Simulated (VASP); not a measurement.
Input of a VASP 6.6.1 run:

Contents of INCAR:

```
ALGO     = Normal         # electronic algorithm
EDIFF    = 1E-6           # SCF threshold, eV
ENCUT    = 520            # plane-wave cutoff, eV
GGA      = PE             # functional
ISIF     = 2              # what is computed and relaxed
ISMEAR   = 0              # smearing method
LASPH    = True           # aspherical terms in the spheres
LCHARG   = False          # write CHGCAR
LREAL    = False          # projectors in reciprocal space
LWAVE    = False          # write WAVECAR
NBANDS   = 17             # bands
NELM     = 60             # most SCF steps
PREC     = Accurate       # precision mode
SIGMA    = 0.1            # smearing width, eV
```

Contents of KPOINTS:

```
k-points
0
Gamma
  6 6 6
```

POSCAR

```
ZnReH
1.0
    3.3014298000      0.0000000000      0.0000000000
    0.0000000000      3.3014298000      0.0000000000
    0.0000000000      0.0000000000      3.3693109500
Zn Re H
1 1 1
Direct
    0.5000000000      0.5000000000      0.5000000000
    0.0000000000      0.0000000000      0.0000000000
    0.5000000000      0.5000000000      0.0000000000
```

Potentials or basis: VASP PAW PBE potentials, release 64 (Zn, Re, H).

Run with:

```sh
$ cat potpaw_PBE.64/Zn/POTCAR potpaw_PBE.64/Re/POTCAR potpaw_PBE.64/H/POTCAR > POTCAR
$ mpirun -np 1 vasp_std > vasp.out
```

(1) What does it give for the pressure?

(2) Estimate the band gap on the k mesh.

Results:

(1) -20.9 GPa.

(2) zero (bands 10 and 11 overlap by 1.89 eV).

Caveat: the cell stands under tension; spin-orbit coupling is left out, which moves the levels of the heavy elements.
